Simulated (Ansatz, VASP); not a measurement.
## One calculation of KCl, two programs

```
CELL_PARAMETERS angstrom
0.00000 3.14647 3.14647
3.14647 0.00000 3.14647
3.14647 3.14647 0.00000
ATOMIC_POSITIONS crystal
K 0.00000 0.00000 0.00000
Cl 0.50000 0.50000 0.50000
```

Alike in both runs: functional r2SCAN; k mesh 8 × 8 × 8; occupations fermi-dirac, width 0.02 eV; no spin polarisation.

Ansatz relaxed the structure, and its values are those at the end. VASP's run is a single point on that final structure, the one shown.

|  | VASP | Ansatz |
| --- | --- | --- |
| version | VASP 6.6.1 | Ansatz 0.2.0 |
| potentials or method | VASP PAW PBE potentials, release 64 (K_sv, Cl), cutoff 520 eV | PAW plane waves |
| valence electrons in the cell | 16 | 16 |

```csv
,VASP,Ansatz,Ansatz less VASP
gap on the k mesh at the Fermi level (eV),5.83,5.83,-0.004
pressure (GPa),0.0,0.0,+0.03
```

VASP's potentials were made for PBE, not for r2SCAN.
